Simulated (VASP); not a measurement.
Pb:

```
CELL_PARAMETERS angstrom
0.00000 3.44673 3.44673
3.44673 0.00000 3.44673
3.44673 3.44673 0.00000
ATOMIC_POSITIONS crystal
Pb 0.12500 0.12500 0.12500
Pb 0.87500 0.87500 0.87500
```

| Property | Result |
| --- | --- |
| Program | VASP 6.6.1 |
| Task | relaxation of cell and atoms |
| Functional | RPBE |
| Potentials or basis | VASP PAW PBE potentials, release 64 (Pb_d) |
| Cutoff | 600 eV |
| k mesh | 8 × 8 × 8 |
| Occupations | fermi-dirac, width 0.1 eV |
| Spin | no spin polarisation |

At the start: pressure 3.3 GPa; volume 40.95 Å³/atom.

Question: Where does the relaxation end?

Answer: Over 3 steps the energy falls by 46.7 meV/atom and the volume is 45.97 Å³/atom (+12.3 %); space group Fd-3m (No. 227, to 0.05 Å).

The path:
| step | energy change (eV) | largest force (eV/Å) | pressure (GPa) | volume (Å³) |
| --- | --- | --- | --- | --- |
| 1 | 0.0000 | 0.0000 | 3.34 | 81.89 |
| 2 | -0.0932 | 0.0000 | -0.11 | 92.45 |
| 3 | -0.0935 | 0.0000 | -0.01 | 91.95 |

Final structure:
```
Pb
1.0
     0.00000    3.58236    3.58236
     3.58236    0.00000    3.58236
     3.58236    3.58236    0.00000
Pb
2
Direct
  0.12500 0.12500 0.12500
  0.87500 0.87500 0.87500
```

Caveat: the PAW data sets were made with another functional, which shifts forces and pressure a little.
